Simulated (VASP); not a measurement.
The system is Si2Ni.

```xyz
3
Lattice="-0.0861 2.5839 2.5555 2.7787 -0.1296 2.5990 2.8026 2.6513 -0.1535" Properties=species:S:1:pos:R:3 pbc="T T T"
Si    1.3750    1.2835    1.2586
Si    4.1165    3.8211    3.7476
Ni    0.0037    0.0010   -0.0052
```

This cell differs from its parent crystal: cell sheared at random, sigma 0.03, atoms nudged by 0.01 Å.

| Quantity | Value |
| --- | --- |
| Program | VASP 6.6.1 |
| Task | relaxation of cell and atoms |
| Functional | PBE |
| Potentials or basis | VASP PAW PBE potentials, release 64 (Si, Ni) |
| Cutoff | 600 eV |
| k mesh | 10 × 10 × 10 |
| Occupations | gaussian, width 0.15 eV |
| Spin | no spin polarisation |

At the start: pressure 1.5 GPa; volume 13.42 Å³/atom.

Question: How do energy, volume and symmetry change on relaxing?

Answer: Over 12 steps the energy falls by 43.0 meV/atom and the volume is 13.45 Å³/atom (+0.2 %); space group Fm-3m (No. 225, to 0.05 Å).

The path:
| step | energy change (eV) | largest force (eV/Å) | pressure (GPa) | volume (Å³) |
| --- | --- | --- | --- | --- |
| 1 | 0.0000 | 0.5668 | 1.55 | 40.27 |
| 2 | -0.1049 | 0.3313 | -1.86 | 40.95 |
| 3 | -0.1087 | 0.2177 | -1.58 | 40.85 |
| 4 | -0.1184 | 0.1873 | 0.91 | 40.13 |
| 5 | -0.1185 | 0.1862 | 1.14 | 40.07 |
| 6 | -0.1258 | 0.0835 | 0.46 | 40.23 |
| 7 | -0.1277 | 0.0882 | -0.09 | 40.38 |
| 8 | -0.1289 | 0.0239 | -0.09 | 40.37 |
| 9 | -0.1289 | 0.0233 | -0.09 | 40.37 |
| 10 | -0.1290 | 0.0072 | 0.11 | 40.32 |
| 11 | -0.1290 | 0.0070 | 0.09 | 40.31 |
| 12 | -0.1290 | 0.0081 | 0.01 | 40.35 |

Final structure:
```
Si Ni
1.0
    -0.00035    2.72220    2.71970
     2.72587    0.00092    2.72033
     2.72610    2.72247    0.00284
Si Ni
2 1
Direct
  0.24983 0.25000 0.24987
  0.75023 0.75004 0.75003
  0.99993 0.99997 0.00010
```

Caveat: the cell differs from its parent crystal (cell sheared at random, sigma 0.03, atoms nudged by 0.01 Å).
